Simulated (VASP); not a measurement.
# Pt2Se3 (P-3m1) in VASP: further runs

Runs on Pt2Se3. Level: PBE. Tasks: single point.

Everything below comes from runs of VASP 6.6.1. Logs are shortened: lines on timing, memory, paths and dates and some standing lists are left out, and cuts for length are marked.

### 1 The cell of the first run

Symmetry: P-3m1, No. 164, trigonal system. Conventional cell: a = 4.640 Å, b = 4.640 Å, c = 5.603 Å, α = 90.00°, β = 90.00°, γ = 120.00°. Pt (site symmetry 3m) has 8 Se at 2.73 to 2.99 Å and 3 Pt at 3.09 Å within 3.6 Å. Se (site symmetry -3m) has 6 Pt at 2.79 Å and 6 Se at 3.40 Å within 3.7 Å. Se (site symmetry 3m) has 5 Pt at 2.73 to 2.99 Å and 6 Se at 3.02 to 3.40 Å within 3.6 Å.

### 2 Single point, PBE

Contents of INCAR:

```
SYSTEM = Pt2Se3
PREC     = Accurate       ! precision mode
ENCUT    = 520            ! plane-wave cutoff, eV
EDIFF    = 1E-6           ! SCF threshold, eV
ISMEAR   = 0              ! smearing method
SIGMA    = 0.1            ! smearing width, eV
LREAL    = .FALSE.        ! projectors in reciprocal space
LASPH    = .TRUE.         ! aspherical terms in the spheres
NELM     = 100            ! most SCF steps
ALGO     = Fast           ! electronic algorithm
ISIF     = 2              ! what is computed and relaxed
LWAVE    = .FALSE.        ! write WAVECAR
LCHARG   = .FALSE.        ! write CHGCAR
GGA      = PE             ! functional
NBANDS   = 27             ! bands
```

Contents of KPOINTS:

```
regular mesh
0
G
  6 6 4
  0 0 0
```

Contents of POSCAR:

```
Pt2Se3
1.0
    4.6401645582      0.0000000000      0.0000000000
   -2.3200822791      4.0185003852      0.0000000000
    0.0000000000      0.0000000000      5.6025707876
Pt Se
2 3
Direct
    0.3333333333      0.6666666667      0.1380000000
    0.6666666667      0.3333333333      0.8620000000
    0.0000000000      0.0000000000      0.0000000000
    0.3333333333      0.6666666667      0.6250000000
    0.6666666667      0.3333333333      0.3750000000
```

Potentials or basis: VASP PAW PBE potentials, release 64 (Pt, Se).

Command:

```console
cat potpaw_PBE.64/Pt/POTCAR potpaw_PBE.64/Se/POTCAR > POTCAR
mpirun -np 1 vasp_std > vasp.out
```

OUTCAR:

```text
SYSTEM = Pt2Se3
   PREC = Accurate
   ENCUT = 520
   EDIFF = 1E-6
   ISMEAR = 0
   LREAL = .FALSE.
   LASPH = .TRUE.
   NELM = 100
   ISIF = 2
   GGA = PE

 ion  position               nearest neighbor table
   1  0.333  0.667  0.138-   4 2.73   3 2.79   3 2.79   3 2.79   4 2.87   5 2.99   5 2.99   5 2.99
                             2 3.09   2 3.09   2 3.09
   2  0.667  0.333  0.862-   5 2.73   3 2.79   3 2.79   3 2.79   5 2.87   4 2.99   4 2.99   4 2.99
                             1 3.09   1 3.09   1 3.09
   3  0.000  0.000  0.000-   1 2.79   2 2.79   2 2.79   1 2.79   2 2.79   1 2.79
   4  0.333  0.667  0.625-   1 2.73   1 2.87   2 2.99   2 2.99   2 2.99
   5  0.667  0.333  0.375-   2 2.73   2 2.87   1 2.99   1 2.99   1 2.99

  LATTYP: Found a hexagonal cell.
 ALAT       =     4.6401645582
 C/A-ratio  =     1.2074077799

  Lattice vectors:

 A1 = (   4.6401645582,   0.0000000000,   0.0000000000)
 A2 = (  -2.3200822791,   4.0185003852,   0.0000000000)
 A3 = (   0.0000000000,   0.0000000000,   5.6025707876)

Analysis of symmetry for initial positions (statically):
=====================================================================
 Subroutine PRICEL returns:
 Original cell was already a primitive cell.

 Routine SETGRP: Setting up the symmetry group for a
 hexagonal supercell.

 Subroutine GETGRP returns: Found 12 space group operations
 (whereof 12 operations were pure point group operations)
 out of a pool of 24 trial point group operations.

The static configuration has the point symmetry D_3d.

Analysis of symmetry for dynamics (positions and initial velocities):
=====================================================================
 Subroutine PRICEL returns:
 Original cell was already a primitive cell.

 Routine SETGRP: Setting up the symmetry group for a
 hexagonal supercell.

 Subroutine GETGRP returns: Found 12 space group operations
 (whereof 12 operations were pure point group operations)
 out of a pool of 24 trial point group operations.

The dynamic configuration has the point symmetry D_3d.

 Subroutine INISYM returns: Found 12 space group operations
 (whereof 12 operations are pure point group operations),
 and found     1 'primitive' translations

----------------------------------------------------------------------------------------

                                     Primitive cell
[... 96 lines left out ...]
   EDIFF  = 0.1E-05   stopping-criterion for ELM
   LREAL  =      F    real-space projection
   EDIFFG = 0.1E-04   stopping-criterion for IOM
   NSW    =      0    number of steps for IOM
   IBRION =     -1    ionic relax: 0-MD 1-quasi-New 2-CG
   NFREE  =      0    steps in history (QN), initial steepest desc. (CG)
   ISIF   =      2    stress and relaxation
   ISYM   =      2    0-nonsym 1-usesym 2-fastsym
   POTIM  = 0.5000    time-step for ionic-motion
   TEBEG  =    0.0;   TEEND  =   0.0 temperature during run
   PSTRESS=    0.0 pullay stress
   NELECT =      38.0000    total number of electrons
   NUPDOWN=      -1.0000    fix difference up-down
   EMIN   =  10.00;   EMAX   =-10.00  energy-range for DOS
   EFERMI =   0.00;   METHOD = LEGACY
   ISMEAR =     0;   SIGMA  =   0.10  broadening in eV -4-tet -1-fermi 0-gaus
   EFERMI_NEDOS =   21; number of points for ismear=-14 and -15
   IALGO  =     68    algorithm
   IMIX   =      4    mixing-type and parameters
     AMIX     =   0.40;   BMIX     =  1.00
     AMIX_MAG =   1.60;   BMIX_MAG =  1.00
  volume/ion in A,a.u.               =      20.89       141.00
  Fermi-wavevector in a.u.,A,eV,Ry     =   1.168623  2.208377 18.581202  1.365680
  Thomas-Fermi vector in A             =   2.305107
   LORBIT       =      0    0 simple, 1 ext, 2 COOP (PROOUT), +10 PAW based schemes
   GGA     = PE    functional components
   LHFCALC =     F    Hartree Fock is set to
   AEXX    =    0.0000 exact exchange contribution
   IVDW    =     0    specifies the selected vdW correction
   LEPSILON=     F    determine dielectric tensor
   LRPA    =     F    only Hartree local field effects (RPA)
 non-spin polarized calculation
 RMM-DIIS sequential band-by-band and
 Gauss-broadening in eV      SIGMA  =   0.10
  energy-cutoff  :      520.00
  volume of cell :      104.47
 maximum number of plane-waves:      2847
 NGX is ok and might be reduce to    36
   NGX = 17   NGY = 17   NGZ = 21

 number of electron      37.9999996 magnetization

 Free energy of the ion-electron system (eV)
  ---------------------------------------------------
  ext. energy  EPLUGINS =         0.00000000
  ---------------------------------------------------
  free energy    TOTEN  =       -21.13306562 eV

  energy without entropy =      -21.12059172  energy(sigma->0) =      -21.12682867

 E-fermi :   5.8948     XC(G=0): -10.7130

 val. band max:        5.8665295181   @ k =   0.5000   0.0000   0.2500
 cond. band min:       5.9021495368   @ k =   0.3333  -0.0000   0.2500
 fundamental gap:      0.0356200187
 Fermi energy:         5.8947539602

 k-point     1 :       0.0000    0.0000    0.0000
  band No.  band energies     occupation
      1      -9.0496      2.00000
      2      -7.1717      2.00000
      3      -6.4061      2.00000
      4       0.2896      2.00000
      5       0.2896      2.00000
      6       1.2930      2.00000
[... 709 lines left out ...]
     26      12.6888      0.00000
     27      12.8178      0.00000

------------------------ aborting loop because EDIFF is reached ----------------------------------------

  FORCE on cell =-STRESS in cart. coord.  units (eV):
  Direction    XX          YY          ZZ          XY          YZ          ZX
  --------------------------------------------------------------------------------------
  -------------------------------------------------------------------------------------
  Total       -4.6515218     -4.6515218     -3.3078422     -0.0000000      0.0000000      0.0000000
  in kB      -71.3379941    -71.3379941    -50.7306729     -0.0000000      0.0000000      0.0000000
  external PRESSURE =     -64.4688870 kB  Pullay stress =       0.0000000 kB

 VOLUME and BASIS-vectors are now :
 -----------------------------------------------------------------------------
  energy-cutoff  :      520.00
  volume of cell :      104.47
      direct lattice vectors                 reciprocal lattice vectors
     4.640164558  0.000000000  0.000000000     0.215509598  0.124424525  0.000000000
    -2.320082279  4.018500385  0.000000000     0.000000000  0.248849049  0.000000000
     0.000000000  0.000000000  5.602570788     0.000000000  0.000000000  0.178489490

 POSITION                                       TOTAL-FORCE (eV/Angst)
 -----------------------------------------------------------------------------------
     -0.00000      2.67900      0.77315        -0.000000     -0.000000      0.629557
      2.32008      1.33950      4.82942         0.000000      0.000000     -0.629557
      0.00000      0.00000      0.00000         0.000000      0.000000      0.000000
     -0.00000      2.67900      3.50161         0.000000     -0.000000      0.795607
      2.32008      1.33950      2.10096         0.000000      0.000000     -0.795607
 -----------------------------------------------------------------------------------
    total drift:                                0.000000     -0.000000      0.000000

  FREE ENERGIE OF THE ION-ELECTRON SYSTEM (eV)
  ---------------------------------------------------
  free  energy   TOTEN  =       -21.1330656208 eV

  energy  without entropy=      -21.1205917213  energy(sigma->0) =      -21.12682867
```

OSZICAR:

```text
N       E                     dE             d eps       ncg     rms          rms(c)
DAV:   1     0.197039591428E+03    0.19704E+03   -0.17506E+04  1296   0.126E+03
DAV:   2    -0.107748302196E+02   -0.20781E+03   -0.20015E+03  1575   0.238E+02
DAV:   3    -0.214431846130E+02   -0.10668E+02   -0.10440E+02  1523   0.506E+01
DAV:   4    -0.215935073822E+02   -0.15032E+00   -0.14975E+00  1482   0.645E+00
DAV:   5    -0.215954317426E+02   -0.19244E-02   -0.19239E-02  1461   0.760E-01    0.124E+01
RMM:   6    -0.213349319007E+02    0.26050E+00   -0.22118E+00  1310   0.722E+00    0.869E+00
RMM:   7    -0.211567954748E+02    0.17814E+00   -0.36890E-01  1314   0.311E+00    0.468E+00
RMM:   8    -0.211374339190E+02    0.19362E-01   -0.82015E-02  1354   0.153E+00    0.966E-01
RMM:   9    -0.211335918540E+02    0.38421E-02   -0.11727E-02  1408   0.498E-01    0.271E-01
RMM:  10    -0.211336290303E+02   -0.37176E-04   -0.46585E-03  1403   0.282E-01    0.181E-01
RMM:  11    -0.211330467152E+02    0.58232E-03   -0.85605E-04  1405   0.141E-01    0.371E-02
RMM:  12    -0.211330639610E+02   -0.17246E-04   -0.11931E-04  1476   0.535E-02    0.121E-02
RMM:  13    -0.211330649448E+02   -0.98387E-06   -0.24356E-05  1517   0.230E-02    0.605E-03
RMM:  14    -0.211330656208E+02   -0.67592E-06   -0.53045E-06  1273   0.112E-02
   1 F= -.21133066E+02 E0= -.21126829E+02  d E =-.124739E-01
```

stdout:

```text
POSCAR found type information on POSCAR PtSe
 POSCAR found :  2 types and       5 ions
 scaLAPACK will be used
 LDA part: xc-table for (Slater+PW92), standard interpolation
 POSCAR, INCAR and KPOINTS ok, starting setup
 FFT: planning ... GRIDC
 FFT: planning ... GRID_SOFT
 FFT: planning ... GRID
 WAVECAR not read
 entering main loop
```

Wall time 26 s (1 thread of Intel Xeon 6975P-C (Granite Rapids), shared host); peak memory 0.25 GiB.

What came out:

```
Free energy            : -21.1331 eV
Pressure               : -6.4 GPa
Largest force          : 0.796 eV/Å
Band gap on the k mesh : zero (bands 19 and 20 overlap by 0.55 eV)
```

Forces on the atoms (eV/Å):
```
Pt   0.000  0.000  0.630
Pt   0.000  0.000 -0.630
Se   0.000  0.000  0.000
Se   0.000  0.000  0.796
Se   0.000  0.000 -0.796
```

Caveat: the cell stands under tension; spin-orbit coupling is left out, which moves the levels of the heavy elements.

### 3 Single point, PBE

This run uses another cell than the first one, of 21.60 Å³/atom.

Contents of INCAR:

```
PREC = Accurate
ENCUT = 520
EDIFF = 1E-6
ISMEAR = 0
SIGMA = 0.1
LREAL = False
LASPH = True
NELM = 100
ALGO = Normal
ISIF = 2
LWAVE = False
LCHARG = False
GGA = PE
NBANDS = 27
```

Contents of KPOINTS:

```
Automatic mesh
0
Gamma
  6 6 4
```

Contents of POSCAR:

```
Pt2Se3
1.0
    3.7659361195      0.0000000000      0.0000000000
   -1.8829680598      3.2613963485      0.0000000000
    0.0000000000      0.0000000000      8.7940340542
Pt Se
2 3
Direct
    0.3333333333      0.6666666667      0.1897176279
    0.6666666667      0.3333333333      0.8102823721
    0.0000000000      0.0000000000      0.0000000000
    0.3333333333      0.6666666667      0.6750671108
    0.6666666667      0.3333333333      0.3249328892
```

Potentials or basis: VASP PAW PBE potentials, release 64 (Pt, Se).

Command:

```console
cat potpaw_PBE.64/Pt/POTCAR potpaw_PBE.64/Se/POTCAR > POTCAR
mpirun -np 1 vasp_std > vasp.out
```

OUTCAR:

```text
PREC = Accurate
   ENCUT = 520
   EDIFF = 1E-6
   ISMEAR = 0
   LREAL = False
   LASPH = True
   NELM = 100
   ISIF = 2
   GGA = PE

 ion  position               nearest neighbor table
   1  0.333  0.667  0.190-   5 2.48   5 2.48   5 2.48   3 2.74   3 2.74   3 2.74
   2  0.667  0.333  0.810-   4 2.48   4 2.48   4 2.48   3 2.74   3 2.74   3 2.74
   3  0.000  0.000  0.000-   1 2.74   2 2.74   2 2.74   1 2.74   2 2.74   1 2.74
   4  0.333  0.667  0.675-   2 2.48   2 2.48   2 2.48
   5  0.667  0.333  0.325-   1 2.48   1 2.48   1 2.48

  LATTYP: Found a hexagonal cell.
 ALAT       =     3.7659361195
 C/A-ratio  =     2.3351522105

  Lattice vectors:

 A1 = (   3.7659361195,   0.0000000000,   0.0000000000)
 A2 = (  -1.8829680598,   3.2613963485,   0.0000000000)
 A3 = (   0.0000000000,   0.0000000000,   8.7940340542)

Analysis of symmetry for initial positions (statically):
=====================================================================
 Subroutine PRICEL returns:
 Original cell was already a primitive cell.

 Routine SETGRP: Setting up the symmetry group for a
 hexagonal supercell.

[... 171 lines left out ...]
 E-fermi :   5.5243     XC(G=0): -10.3673

 val. band max:        5.5236220202   @ k =   0.0000   0.3333   0.2500
 cond. band min:       5.5326067491   @ k =   0.3333   0.3333   0.5000
 fundamental gap:      0.0089847289
 Fermi energy:         5.5242801892

 k-point     1 :       0.0000    0.0000    0.0000
  band No.  band energies     occupation
      1      -9.2660      2.00000
      2      -8.4478      2.00000
      3      -7.7300      2.00000
      4      -0.4336      2.00000
      5       0.0913      2.00000
      6       0.0913      2.00000
[... 709 lines left out ...]
     26      12.9711      0.00000
     27      13.3174      0.00000

------------------------ aborting loop because EDIFF is reached ----------------------------------------

  FORCE on cell =-STRESS in cart. coord.  units (eV):
  Direction    XX          YY          ZZ          XY          YZ          ZX
  --------------------------------------------------------------------------------------
  -------------------------------------------------------------------------------------
  Total       -0.0097963     -0.0097963      0.0047740      0.0000000      0.0000000      0.0000000
  in kB       -0.1453140     -0.1453140      0.0708154      0.0000000      0.0000000      0.0000000
  external PRESSURE =      -0.0732709 kB  Pullay stress =       0.0000000 kB

 VOLUME and BASIS-vectors are now :
 -----------------------------------------------------------------------------
  energy-cutoff  :      520.00
  volume of cell :      108.01
      direct lattice vectors                 reciprocal lattice vectors
     3.765936120  0.000000000  0.000000000     0.265538227  0.153308567  0.000000000
    -1.882968060  3.261396348  0.000000000     0.000000000  0.306617134  0.000000000
     0.000000000  0.000000000  8.794034054     0.000000000  0.000000000  0.113713455

 POSITION                                       TOTAL-FORCE (eV/Angst)
 -----------------------------------------------------------------------------------
     -0.00000      2.17426      1.66838        -0.000000      0.000000     -0.024461
      1.88297      1.08713      7.12565         0.000000      0.000000      0.024461
      0.00000      0.00000      0.00000        -0.000000      0.000000      0.000000
     -0.00000      2.17426      5.93656         0.000000      0.000000     -0.006113
      1.88297      1.08713      2.85747         0.000000      0.000000      0.006113
 -----------------------------------------------------------------------------------
    total drift:                               -0.000000     -0.000000      0.000000

  FREE ENERGIE OF THE ION-ELECTRON SYSTEM (eV)
  ---------------------------------------------------
  free  energy   TOTEN  =       -23.6135217653 eV

  energy  without entropy=      -23.5987232714  energy(sigma->0) =      -23.60612252
```

stdout:

```text
POSCAR found type information on POSCAR PtSe
 POSCAR found :  2 types and       5 ions
 scaLAPACK will be used
 LDA part: xc-table for (Slater+PW92), standard interpolation
 POSCAR, INCAR and KPOINTS ok, starting setup
 FFT: planning ... GRIDC
 FFT: planning ... GRID_SOFT
 FFT: planning ... GRID
 WAVECAR not read
 entering main loop
```

It took 29 s on 1 thread of Intel Xeon 6975P-C (Granite Rapids), shared host; peak memory 0.25 GiB.

Results:

| Quantity | Value |
| --- | --- |
| Free energy | -23.6135 eV |
| Pressure | 0.0 GPa |
| Largest force | 0.024 eV/Å |
| Band gap on the k mesh | zero (bands 19 and 20 overlap by 1.55 eV) |

Forces in eV/Å, atoms in the order of the input:
```
Pt   0.000  0.000 -0.024
Pt   0.000  0.000  0.024
Se   0.000  0.000  0.000
Se   0.000  0.000 -0.006
Se   0.000  0.000  0.006
```

Levels at points of the mesh, in eV from the Fermi level:
```csv
k point,band 16,band 17,band 18,band 19,band 20,band 21,band 22,band 23
"(0.00, 0.00, 0.00)",-0.96,-0.96,0.05,1.04,1.04,2.42,2.42,2.91
"(0.50, 0.00, 0.00)",-2.28,-2.20,-1.55,-0.76,0.01,1.85,1.88,2.06
"(0.00, 0.00, 0.50)",-1.21,-1.04,-1.04,1.24,1.24,2.31,2.31,3.83
"(0.50, 0.00, 0.50)",-2.34,-2.11,-2.04,-0.95,-0.23,2.24,2.33,2.70
```

Caveat: spin-orbit coupling is left out, which moves the levels of the heavy elements; this functional lacks dispersion, which binds the layers, so the pressure and a relaxed spacing across them are unreliable.
